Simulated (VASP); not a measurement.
# KI (F-43m) in VASP: notebook

Aim: see how the results for KI move with the level of theory and the settings. Levels: PBE, r2SCAN. Tasks: single point.

All numbers are computed with VASP 6.6.1; they aren't measurements. Logs are shortened: lines on timing, memory, paths and dates and some standing lists are left out, and cuts for length are marked.

### Step 1. The cell of the first run

It takes space group F-43m (No. 216, cubic). The conventional cell has a = 7.932 Å, b = 7.932 Å, c = 7.932 Å, α = 90.00°, β = 90.00°, γ = 90.00°. Within 4.5 Å of K (site symmetry -43m) lie 4 I at 3.43 Å. I (site symmetry -43m) has 4 K at 3.43 Å within 4.5 Å.

### Step 2. Single point, PBE

INCAR

```
SYSTEM = KI
ALGO = Normal
EDIFF = 1E-6
ENCUT = 520
GGA = PE
ISIF = 2
ISMEAR = 0
LASPH = .True.
LCHARG = .False.
LREAL = .False.
LWAVE = .False.
NBANDS = 15
NELM = 60
PREC = Accurate
SIGMA = 0.01
```

KPOINTS

```
k-points
0
Gamma
  4 4 4
  0 0 0
```

POSCAR

```
KI
1.0
    0.0000000000      3.9658945178      3.9658945178
    3.9658945178      0.0000000000      3.9658945178
    3.9658945178      3.9658945178      0.0000000000
K I
1 1
Direct
    0.0000000000      0.0000000000      0.0000000000
    0.2500000000      0.2500000000      0.2500000000
```

Potentials or basis: VASP PAW PBE potentials, release 64 (K_sv, I).

Command:

```
cat potpaw_PBE.64/K_sv/POTCAR potpaw_PBE.64/I/POTCAR > POTCAR
mpirun -np 1 vasp_std > vasp.out
```

OUTCAR:

```text
SYSTEM = KI
   EDIFF = 1E-6
   ENCUT = 520
   GGA = PE
   ISIF = 2
   ISMEAR = 0
   LASPH = .True.
   LREAL = .False.
   NELM = 60
   PREC = Accurate

 ion  position               nearest neighbor table
   1  0.000  0.000  0.000-   2 3.43   2 3.43   2 3.43   2 3.43
   2  0.250  0.250  0.250-   1 3.43   1 3.43   1 3.43   1 3.43

  LATTYP: Found a face centered cubic cell.
 ALAT       =     7.9317890356

  Lattice vectors:

 A1 = (   0.0000000000,   3.9658945178,   3.9658945178)
 A2 = (   3.9658945178,   0.0000000000,   3.9658945178)
 A3 = (   3.9658945178,   3.9658945178,   0.0000000000)

Analysis of symmetry for initial positions (statically):
=====================================================================
 Subroutine PRICEL returns:
 Original cell was already a primitive cell.

 Routine SETGRP: Setting up the symmetry group for a
 face centered cubic supercell.

 Subroutine GETGRP returns: Found 24 space group operations
 (whereof 24 operations were pure point group operations)
 out of a pool of 48 trial point group operations.

The static configuration has the point symmetry T_d .

Analysis of symmetry for dynamics (positions and initial velocities):
=====================================================================
 Subroutine PRICEL returns:
 Original cell was already a primitive cell.

 Routine SETGRP: Setting up the symmetry group for a
 face centered cubic supercell.

 Subroutine GETGRP returns: Found 24 space group operations
 (whereof 24 operations were pure point group operations)
 out of a pool of 48 trial point group operations.

The dynamic configuration has the point symmetry T_d .

 Subroutine INISYM returns: Found 24 space group operations
 (whereof 24 operations are pure point group operations),
 and found     1 'primitive' translations

----------------------------------------------------------------------------------------

                                     Primitive cell

  volume of cell :     124.7537

  direct lattice vectors                    reciprocal lattice vectors
     0.000000000  3.965894518  3.965894518    -0.126074962  0.126074962  0.126074962
     3.965894518  0.000000000  3.965894518     0.126074962 -0.126074962  0.126074962
     3.965894518  3.965894518  0.000000000     0.126074962  0.126074962 -0.126074962

  length of vectors
     5.608621814  5.608621814  5.608621814     0.218368239  0.218368239  0.218368239

  position of ions in fractional coordinates (direct lattice)
[... 71 lines left out ...]
   TEBEG  =    0.0;   TEEND  =   0.0 temperature during run
   PSTRESS=    0.0 pullay stress
   NELECT =      16.0000    total number of electrons
   NUPDOWN=      -1.0000    fix difference up-down
   EMIN   =  10.00;   EMAX   =-10.00  energy-range for DOS
   EFERMI =   0.00;   METHOD = LEGACY
   ISMEAR =     0;   SIGMA  =   0.01  broadening in eV -4-tet -1-fermi 0-gaus
   EFERMI_NEDOS =   21; number of points for ismear=-14 and -15
   IALGO  =     38    algorithm
   IMIX   =      4    mixing-type and parameters
     AMIX     =   0.40;   BMIX     =  1.00
     AMIX_MAG =   1.60;   BMIX_MAG =  1.00
  volume/ion in A,a.u.               =      62.38       420.94
  Fermi-wavevector in a.u.,A,eV,Ry     =   0.825589  1.560136  9.273683  0.681596
  Thomas-Fermi vector in A             =   1.937473
   LORBIT       =      0    0 simple, 1 ext, 2 COOP (PROOUT), +10 PAW based schemes
   GGA     = PE    functional components
   LHFCALC =     F    Hartree Fock is set to
   AEXX    =    0.0000 exact exchange contribution
   IVDW    =     0    specifies the selected vdW correction
   LEPSILON=     F    determine dielectric tensor
   LRPA    =     F    only Hartree local field effects (RPA)
 non-spin polarized calculation
 Gauss-broadening in eV      SIGMA  =   0.01
  energy-cutoff  :      520.00
  volume of cell :      124.75
 maximum number of plane-waves:      3383
 NGX is ok and might be reduce to    42
   NGX = 21   NGY = 21   NGZ = 21

 number of electron      16.0000003 magnetization

 Free energy of the ion-electron system (eV)
  ---------------------------------------------------
  ext. energy  EPLUGINS =         0.00000000
  ---------------------------------------------------
  free energy    TOTEN  =        -5.38596448 eV

  energy without entropy =       -5.38596448  energy(sigma->0) =       -5.38596448

 E-fermi :  -2.1337     XC(G=0):  -5.7318

 val. band max:       -2.1849167068   @ k =   0.0000   0.0000   0.0000
 cond. band min:       1.7465345834   @ k =   0.0000   0.0000   0.0000
 fundamental gap:      3.9314512902
 Fermi energy:        -2.1336897929

 k-point     1 :       0.0000    0.0000    0.0000
  band No.  band energies     occupation
      1     -30.6483      2.00000
      2     -14.1429      2.00000
      3     -14.1429      2.00000
      4     -14.1429      2.00000
      5     -12.1991      2.00000
      6      -2.1849      2.00000
      7      -2.1849      2.00000
      8      -2.1849      2.00000
      9       1.7465      0.00000
     10       5.3589      0.00000
     11       5.3589      0.00000
     12       5.9779      0.00000
     13       5.9779      0.00000
     14       5.9779      0.00000
[... 113 lines left out ...]
      2     -14.2089      2.00000
      3     -14.1526      2.00000
      4     -14.1501      2.00000
      5     -12.0700      2.00000
      6      -2.4971      2.00000
      7      -2.4285      2.00000
      8      -2.2524      2.00000
      9       3.4177      0.00000
     10       4.2895      0.00000
     11       5.2347      0.00000
     12       5.4099      0.00000
     13       6.2330      0.00000
     14       6.6042      0.00000
     15       6.9906      0.00000

------------------------ aborting loop because EDIFF is reached ----------------------------------------

  FORCE on cell =-STRESS in cart. coord.  units (eV):
  Direction    XX          YY          ZZ          XY          YZ          ZX
  --------------------------------------------------------------------------------------
  -------------------------------------------------------------------------------------
  Total        0.1484276      0.1484276      0.1484276      0.0000000      0.0000000      0.0000000
  in kB        1.9062147      1.9062147      1.9062147      0.0000000      0.0000000      0.0000000
  external PRESSURE =       1.9062147 kB  Pullay stress =       0.0000000 kB

 VOLUME and BASIS-vectors are now :
 -----------------------------------------------------------------------------
  energy-cutoff  :      520.00
  volume of cell :      124.75
      direct lattice vectors                 reciprocal lattice vectors
     0.000000000  3.965894518  3.965894518    -0.126074962  0.126074962  0.126074962
     3.965894518  0.000000000  3.965894518     0.126074962 -0.126074962  0.126074962
     3.965894518  3.965894518  0.000000000     0.126074962  0.126074962 -0.126074962

 POSITION                                       TOTAL-FORCE (eV/Angst)
 -----------------------------------------------------------------------------------
      0.00000      0.00000      0.00000         0.000000      0.000000      0.000000
      1.98295      1.98295      1.98295        -0.000000     -0.000000     -0.000000
 -----------------------------------------------------------------------------------
    total drift:                               -0.000000     -0.000000     -0.000000

  FREE ENERGIE OF THE ION-ELECTRON SYSTEM (eV)
  ---------------------------------------------------
  free  energy   TOTEN  =        -5.3859644790 eV

  energy  without entropy=       -5.3859644790  energy(sigma->0) =       -5.38596448
```

OSZICAR:

```text
N       E                     dE             d eps       ncg     rms          rms(c)
DAV:   1     0.971573017376E+02    0.97157E+02   -0.62825E+03   240   0.883E+02
DAV:   2     0.148576309319E+01   -0.95672E+02   -0.87571E+02   324   0.206E+02
DAV:   3    -0.519630940483E+01   -0.66821E+01   -0.66425E+01   338   0.483E+01
DAV:   4    -0.556645519056E+01   -0.37015E+00   -0.37006E+00   408   0.106E+01
DAV:   5    -0.556827497451E+01   -0.18198E-02   -0.18198E-02   345   0.884E-01    0.295E+00
DAV:   6    -0.538961697043E+01    0.17866E+00   -0.20217E-01   289   0.213E+00    0.216E+00
DAV:   7    -0.536644272299E+01    0.23174E-01   -0.21474E-01   324   0.191E+00    0.929E-01
DAV:   8    -0.538239033979E+01   -0.15948E-01   -0.22472E-02   302   0.828E-01    0.144E-01
DAV:   9    -0.538484825026E+01   -0.24579E-02   -0.33129E-03   275   0.256E-01    0.111E-01
DAV:  10    -0.538582221449E+01   -0.97396E-03   -0.57510E-04   256   0.138E-01    0.236E-02
DAV:  11    -0.538594016135E+01   -0.11795E-03   -0.14390E-04   268   0.638E-02    0.216E-02
DAV:  12    -0.538596387780E+01   -0.23716E-04   -0.25462E-05   268   0.345E-02    0.877E-03
DAV:  13    -0.538596447899E+01   -0.60119E-06   -0.40784E-07   267   0.497E-03
   1 F= -.53859645E+01 E0= -.53859645E+01  d E =-.126258E-14
```

stdout:

```text
POSCAR found type information on POSCAR K I
 POSCAR found :  2 types and       2 ions
 scaLAPACK will be used
 LDA part: xc-table for (Slater+PW92), standard interpolation
 POSCAR, INCAR and KPOINTS ok, starting setup
 FFT: planning ... GRIDC
 FFT: planning ... GRID_SOFT
 FFT: planning ... GRID
 WAVECAR not read
 entering main loop
```

Wall time 11 s (1 thread of Intel Xeon 6975P-C (Granite Rapids), shared host); peak memory 0.25 GiB.

Results:

```
Free energy            : -5.3860 eV
Pressure               : 0.2 GPa
Band gap on the k mesh : 3.93 eV
```

Caveat: spin-orbit coupling is left out, which moves the levels of the heavy elements.

### Step 3. Single point, PBE

INCAR

```
PREC = Accurate
ENCUT = 520
EDIFF = 1E-7
ISMEAR = 0
SIGMA = 0.01
LREAL = F
LASPH = T
NELM = 100
ALGO = Normal
ISIF = 2
LWAVE = F
LCHARG = T
GGA = PE
LELF = T
LVHAR = T
NBANDS = 15
```

KPOINTS

```
regular mesh
0
Gamma
  4 4 4
```

POSCAR is that of step 2.

Potentials or basis: VASP PAW PBE potentials, release 64 (K_sv, I).

Command:

```
cat potpaw_PBE.64/K_sv/POTCAR potpaw_PBE.64/I/POTCAR > POTCAR
mpirun -np 1 vasp_std > vasp.out
```

Run time: 12 s. Hardware: 1 thread of Intel Xeon 6975P-C (Granite Rapids), shared host; peak memory 0.25 GiB.

The run converged. Its results:

```yaml
Free_energy: -5.3860 eV
Pressure: 0.2 GPa
Band_gap_on_the_k_mesh: 3.93 eV
```

Levels at points of the mesh, in eV from the valence-band top:
```
           k point  band 6  band 7  band 8  band 9  band 10  band 11
(0.00, 0.00, 0.00)    0.00    0.00    0.00    3.93     7.54     7.54
(0.50, 0.00, 0.00)   -0.46   -0.01   -0.01    5.66     6.50     7.12
(0.50, 0.50, 0.00)   -0.48   -0.06   -0.06    5.29     6.25     7.91
```

Caveat: spin-orbit coupling is left out, which moves the levels of the heavy elements.

### Step 4. Single point, r2SCAN

POSCAR is that of step 3.

INCAR.step1

```
ALGO = Normal
EDIFF = 1E-4
ENCUT = 520
GGA = PE
ISMEAR = 0
LASPH = True
LCHARG = False
LREAL = False
LWAVE = True
NBANDS = 15
NELM = 60
PREC = Accurate
SIGMA = 0.01
```

INCAR.step2

```
ALGO = Normal
EDIFF = 1E-6
ENCUT = 520
ISIF = 2
ISMEAR = 0
ISTART = 1
LASPH = True
LCHARG = False
LMIXTAU = True
LREAL = False
LWAVE = False
METAGGA = R2SCAN
NBANDS = 15
NELM = 60
PREC = Accurate
SIGMA = 0.01
```

KPOINTS

```
k-points
0
Gamma
  4 4 4
```

Command:

```
cat potpaw_PBE.64/K_sv/POTCAR potpaw_PBE.64/I/POTCAR > POTCAR
cp INCAR.step1 INCAR
mpirun -np 1 vasp_std > vasp.out
cp INCAR.step2 INCAR
mpirun -np 1 vasp_std > vasp.out
```

It took 38 s on 1 thread of Intel Xeon 6975P-C (Granite Rapids), shared host; peak memory 0.28 GiB.

Results (log left out):

```yaml
Free_energy: -33.7138 eV
Pressure: 0.0 GPa
Band_gap_on_the_k_mesh: 4.47 eV
```

Levels at points of the mesh, in eV from the valence-band top:
```csv
k point,band 6,band 7,band 8,band 9,band 10,band 11
"(0.00, 0.00, 0.00)",0.00,0.00,0.00,4.47,8.19,8.19
"(0.50, 0.00, 0.00)",-0.45,-0.01,-0.01,6.29,6.97,7.71
"(0.50, 0.50, 0.00)",-0.47,-0.06,-0.06,5.69,6.84,8.73
```

Caveat: the PAW data sets were made with another functional, which shifts forces and pressure a little; spin-orbit coupling is left out, which moves the levels of the heavy elements.

### Step 5. Single point, PBE

INCAR

```
PREC     = Accurate       # precision mode
ENCUT    = 520            # plane-wave cutoff, eV
EDIFF    = 1E-6           # SCF threshold, eV
ISMEAR   = 0              # smearing method
SIGMA    = 0.01           # smearing width, eV
LREAL    = False          # projectors in reciprocal space
LASPH    = True           # aspherical terms in the spheres
NELM     = 60             # most SCF steps
ALGO     = Normal         # electronic algorithm
ISIF     = 2              # what is computed and relaxed
LWAVE    = False          # write WAVECAR
LCHARG   = False          # write CHGCAR
GGA      = PE             # functional
NBANDS   = 15             # bands
```

KPOINTS

```
regular mesh
0
Gamma
  6 6 6
```

POSCAR is that of step 4.

Command:

```
cat potpaw_PBE.64/K_sv/POTCAR potpaw_PBE.64/I/POTCAR > POTCAR
mpirun -np 1 vasp_std > vasp.out
```

It took 14 s on 1 thread of Intel Xeon 6975P-C (Granite Rapids), shared host; peak memory 0.26 GiB.

It converged, with:

* Free energy: -5.3860 eV
* Pressure: 0.2 GPa
* Band gap on the k mesh: 3.93 eV

Levels at points of the mesh, in eV from the valence-band top:
```
           k point  band 5  band 6  band 7  band 8  band 9  band 10  band 11  band 12
(0.00, 0.00, 0.00)  -10.02    0.00    0.00    0.00    3.93     7.54     7.54     8.16
(0.50, 0.00, 0.00)   -9.92   -0.46   -0.01   -0.01    5.66     6.50     7.11     7.11
(0.50, 0.50, 0.00)   -9.89   -0.48   -0.06   -0.06    5.28     6.25     7.91     8.35
```

Caveat: spin-orbit coupling is left out, which moves the levels of the heavy elements. A k mesh can miss the band edges.

### Step 6. The runs side by side

```tsv
level	k mesh	gap on the mesh (eV)	pressure (GPa)
PBE	4 × 4 × 4	3.93	0.2
r2SCAN	4 × 4 × 4	4.47	0.0
PBE	6 × 6 × 6	3.93	0.2
```

Alike in all rows: task single point; potentials or basis VASP PAW PBE potentials, release 64 (K_sv, I); no spin polarisation; cell as given; cutoff (eV) 520; smearing gaussian 0.01 eV.

On the cell as given the gap runs from 3.93 eV (PBE) to 4.47 eV (r2SCAN); the meshes differ, which moves gaps too.

Caveats: spin-orbit coupling is left out, which moves the levels of the heavy elements; the PAW data sets were made with another functional, which shifts forces and pressure a little (at least some runs).

Total energies depend on the potentials used, so only differences within one code and one set of settings carry meaning.
